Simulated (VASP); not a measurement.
Wanted: the native input for a VASP 6.6.1 run.

```
Task                   : single point
Functional             : LDA
Potentials or basis    : VASP PAW LDA potentials, release 64 (Zn, Se, S)
Cutoff                 : 520 eV
k mesh                 : 8 × 8 × 6
Occupations            : gaussian, width 0.05 eV
Spin                   : no spin polarisation
Dipole correction      : no
Further INCAR settings : ALGO = Normal; EDIFF = 1e-07; NBANDS = 26
```

The structure of Zn2SeS lies in POSCAR:

```
Zn2SeS
1.0
    3.5183583540      0.0000000000      0.0000000000
    0.0000000000      3.5183583540      0.0000000000
    0.0000000000      0.0000000000      5.5221151400
Zn Se S
2 1 1
Direct
    0.5000000000      0.0000000000      0.7630636300
    0.0000000000      0.5000000000      0.2369363700
    0.0000000000      0.0000000000      0.5000000000
    0.5000000000      0.5000000000      0.0000000000
```

This cell differs from its parent crystal: strain -0.1000 x Voigt [1, 1, 0, 0, 0, 0].

These files were run (other wordings do the same):

INCAR

```
SYSTEM = Zn2SeS
PREC = Accurate
ENCUT = 520
EDIFF = 1E-7
ISMEAR = 0
SIGMA = 0.05
LREAL = .False.
LASPH = .True.
NELM = 100
ALGO = Normal
ISIF = 2
LWAVE = .False.
LCHARG = .False.
GGA = CA
NBANDS = 26
```

KPOINTS

```
regular mesh
0
Gamma
  8 8 6
  0 0 0
```

Potentials or basis: VASP PAW LDA potentials, release 64 (Zn, Se, S).

Command:

```bash
$ cat potpaw_LDA.64/Zn/POTCAR potpaw_LDA.64/Se/POTCAR potpaw_LDA.64/S/POTCAR > POTCAR
$ mpirun -np 1 vasp_std > vasp.out
```

It gave:

```
Pressure               : 17.9 GPa
Largest force          : 0.052 eV/Å
Band gap on the k mesh : 1.73 eV (least direct gap 2.06 eV)
```

Caveat: the cell differs from its parent crystal (strain -0.1000 x Voigt [1, 1, 0, 0, 0, 0]); the cell stands under pressure.

Run time: 58 s on 1 thread of AMD EPYC 9R14 (Zen 4) (shared host), peak memory 0.19 GiB.
